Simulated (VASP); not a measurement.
EuS:

```
Eu S
1.0
     0.00000    2.97850    2.97850
     2.97850    0.00000    2.97850
     2.97850    2.97850    0.00000
Eu S
1 1
Direct
  0.00000 0.00000 0.00000
  0.50000 0.50000 0.50000
```

- Program: VASP 6.6.1
- Task: relaxation of cell and atoms
- Functional: PBEsol
- Potentials or basis: VASP PAW PBE potentials, release 64 (Eu, S)
- Cutoff: 600 eV
- k mesh: 8 × 8 × 8
- Occupations: fermi-dirac, width 0.05 eV
- Spin: collinear spin, ferromagnetic start
- Starting moments: [7.0, 0.0] μB
- Hubbard terms: Eu f U = 4.0 eV

At the start: pressure -2.9 GPa; volume 26.42 Å³/atom.

Q: Where does the relaxation end?

A: Over 5 steps the energy falls by 15.4 meV/atom and the volume is 24.82 Å³/atom (-6.1 %); space group Fm-3m (No. 225, to 0.1 Å) before and after; moment 7.00 μB per cell.

The path:
```tsv
step	energy change (eV)	largest force (eV/Å)	pressure (GPa)	volume (Å³)
1	0.0000	0.0000	-2.90	52.85
2	-0.0304	0.0000	0.40	49.27
3	-0.0309	0.0000	-0.09	49.63
4	-0.0309	0.0000	0.06	49.56
5	-0.0309	0.0000	-0.02	49.64
```

Final structure:
```yaml
crystal:
  lattice:
    - [0.00000, 2.91690, 2.91690]
    - [2.91690, 0.00000, 2.91690]
    - [2.91690, 2.91690, 0.00000]
  atoms:
    - { symbol: Eu, position: [0.00000, 0.00000, 0.00000] }
    - { symbol: S, position: [0.50000, 0.50000, 0.50000] }
```

Caveat: the PAW data sets were made with another functional, which shifts forces and pressure a little; a cell with one magnetic atom can't hold antiferromagnetic order, which such compounds often take.
